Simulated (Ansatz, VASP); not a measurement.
One calculation of Zr, two programs

```
Zr
1.0
     3.23200   -0.01616   -0.01616
    -1.62999    2.80707   -0.00591
    -0.02574   -0.02574    5.14700
Zr
2
Direct
  0.33333 0.66667 0.25000
  0.66667 0.33333 0.75000
```

Change from the starting cell: equal xy, yz and zx shear strains of -1 %.

Alike in both runs: task single point; functional PBE; k mesh 13 × 13 × 7; occupations fermi-dirac, width 0.08 eV; no spin polarisation.

```csv
,VASP,Ansatz
version,VASP 6.6.1,Ansatz 0.2.0
potentials or method,"VASP PAW PBE potentials, release 64 (Zr_sv), cutoff 520 eV","all-electron LAPW, scalar-relativistic"
```

```csv
,VASP,Ansatz,Ansatz less VASP
pressure (GPa),0.5,0.5,-0.01
"traceless stress, the component that is largest in VASP (GPa)",0.48,0.48,+0.001
rms of the force components (eV/Å),0.012,0.012,0.0000
```

Atom by atom the forces differ by 0.000 eV/Å (rms over components). Ansatz ran all-electron here, and VASP with PAW potentials.
